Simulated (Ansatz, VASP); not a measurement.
**Al2O3: VASP beside Ansatz**

File INCAR:

```
PREC = Accurate
ENCUT = 520
EDIFF = 1E-6
ISMEAR = 0
SIGMA = 0.05
LREAL = False
LASPH = True
NELM = 60
ALGO = Normal
ISIF = 2
LWAVE = False
LCHARG = True
GGA = PS
LELF = True
LVHAR = True
NBANDS = 35
```

File KPOINTS:

```
regular mesh
0
Gamma
  6 6 6
```

POSCAR

```
Al2O3
1.0
    2.5709366441      1.4843309635      3.7381418805
   -2.5709366441      1.4843309635      3.7381418805
    0.0000000000     -2.9686619271      3.7381418805
Al O
4 6
Direct
    0.8520350473      0.8520350473      0.8520350473
    0.6479649527      0.6479649527      0.6479649527
    0.1479649527      0.1479649527      0.1479649527
    0.3520350473      0.3520350473      0.3520350473
    0.0558571577      0.4441428423      0.7500000000
    0.7500000000      0.0558571577      0.4441428423
    0.4441428423      0.7500000000      0.0558571577
    0.9441428423      0.5558571577      0.2500000000
    0.2500000000      0.9441428423      0.5558571577
    0.5558571577      0.2500000000      0.9441428423
```

Input for Ansatz:

```yaml
crystal:
  lattice:
    - [2.5709366441, 1.4843309635, 3.7381418805]
    - [-2.5709366441, 1.4843309635, 3.7381418805]
    - [0.0, -2.9686619271, 3.7381418805]
  atoms:
    - { symbol: Al, position: [0.8520350473, 0.8520350473, 0.8520350473] }
    - { symbol: Al, position: [0.6479649527, 0.6479649527, 0.6479649527] }
    - { symbol: Al, position: [0.1479649527, 0.1479649527, 0.1479649527] }
    - { symbol: Al, position: [0.3520350473, 0.3520350473, 0.3520350473] }
    - { symbol: O, position: [0.0558571577, 0.4441428423, 0.75] }
    - { symbol: O, position: [0.75, 0.0558571577, 0.4441428423] }
    - { symbol: O, position: [0.4441428423, 0.75, 0.0558571577] }
    - { symbol: O, position: [0.9441428423, 0.5558571577, 0.25] }
    - { symbol: O, position: [0.25, 0.9441428423, 0.5558571577] }
    - { symbol: O, position: [0.5558571577, 0.25, 0.9441428423] }
basis:
  ecutwfc: 520.0
kpoints:
  mp_grid: { grid: [6, 6, 6] }
hamiltonian:
  xc: pbesol
  pseudopotentials: { kind: paw, azcp: { folder: soft_1 } }
scf:
  occupations: { method: gaussian, width: 0.05 }
output:
  forces: true
  stress: true
  eigenvalues: true
```

Alike in both runs: task single point; functional PBEsol; k mesh 6 × 6 × 6; occupations gaussian, width 0.05 eV; no spin polarisation.

```csv
,VASP,Ansatz
version,VASP 6.6.1,Ansatz 0.2.0
potentials or method,"VASP PAW PBE potentials, release 64 (Al, O), cutoff 520 eV","scalar-relativistic, plane waves, PAW"
valence electrons in the cell,48,48
```

|  | VASP | Ansatz | Ansatz less VASP |
| --- | --- | --- | --- |
| gap on the k mesh at the Fermi level (eV) | 3.67 | 3.68 | +0.004 |
| least direct gap on the mesh (eV) | 3.67 | 3.68 | +0.004 |
| pressure (GPa) | 0.8 | 0.7 | -0.13 |
| traceless stress, the component that is largest in VASP (GPa) | 54.24 | 54.21 | -0.031 |
| rms of the force components (eV/Å) | 0.998 | 0.990 | -0.0087 |

VASP's potentials were made for PBE, not for PBEsol, and Ansatz warns of the same on its side. Atom by atom the forces differ by 0.012 eV/Å (rms over components).
